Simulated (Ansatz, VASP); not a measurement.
**Two plane-wave programs on B**

The input INCAR:

```
SYSTEM = B
PREC = Accurate
ENCUT = 520
EDIFF = 1E-6
ISMEAR = 0
SIGMA = 0.1
LREAL = .False.
LASPH = .True.
NELM = 80
ALGO = Normal
ISIF = 2
LWAVE = .False.
LCHARG = .False.
GGA = PE
NBANDS = 18
```

Contents of KPOINTS:

```
Automatic mesh
0
Gamma
  6 6 4
  0 0 0
```

The input POSCAR:

```
B
1.0
    1.7742566044     -2.2875677031      0.0000000000
    1.7742566044      2.2875677031      0.0000000000
   -0.8418267587      0.0000000000      5.2971667853
B
6
Direct
    0.6770275263      0.2812468988      0.8877940855
    0.5092227306      0.0978187788      0.1978093428
    0.2812468988      0.6770275263      0.8877940855
    0.0506051855      0.0506051855      0.3807812897
    0.1339550871      0.1339550871      0.6980257838
    0.0978187788      0.5092227306      0.1978093428
```

Input for Ansatz:

```yaml
crystal:
  lattice:
    - [1.7742566044, -2.2875677031, 0.0]
    - [1.7742566044, 2.2875677031, 0.0]
    - [-0.8418267587, 0.0, 5.2971667853]
  atoms:
    - { symbol: B, position: [0.6770275263, 0.2812468988, 0.8877940855] }
    - { symbol: B, position: [0.5092227306, 0.0978187788, 0.1978093428] }
    - { symbol: B, position: [0.2812468988, 0.6770275263, 0.8877940855] }
    - { symbol: B, position: [0.0506051855, 0.0506051855, 0.3807812897] }
    - { symbol: B, position: [0.1339550871, 0.1339550871, 0.6980257838] }
    - { symbol: B, position: [0.0978187788, 0.5092227306, 0.1978093428] }
basis:
  ecutwfc: 420
kpoints:
  mp_grid: { grid: [6, 6, 4] }
hamiltonian:
  xc: pbe
scf:
  occupations: { method: gaussian, width: 0.1 }
  lower_state_search: "off"
output:
  forces: true
  stress: true
  eigenvalues: true
```

Change from the starting cell: the structure that the rattled cell fell into.

Alike in both runs: task single point; functional PBE; k mesh 6 × 6 × 4; occupations gaussian, width 0.1 eV; no spin polarisation.

```csv
,VASP,Ansatz
version,VASP 6.6.1,Ansatz 0.2.0
potentials or method,"VASP PAW PBE potentials, release 64 (B), cutoff 520 eV","scalar-relativistic, plane waves, PAW"
valence electrons in the cell,18,18
```

Ansatz gave:

* gap on the k mesh at the Fermi level (eV): none
* pressure (GPa): -0.2
* traceless stress, the component that is largest in VASP (GPa): -3.73
* rms of the force components (eV/Å): 0.026

Task: Which values does VASP return?

Result: gap on the k mesh at the Fermi level (eV): none; pressure (GPa): -0.2; traceless stress, the component that is largest in VASP (GPa): -3.75; rms of the force components (eV/Å): 0.029.

Atom by atom the forces differ by 0.004 eV/Å (rms over components). A gap of «none» marks a metal or a gap that the smearing closes. With one functional, cell and mesh, what is left measures potentials, basis and numerics.

The k mesh is coarse, so the values compare programs but aren't converged.
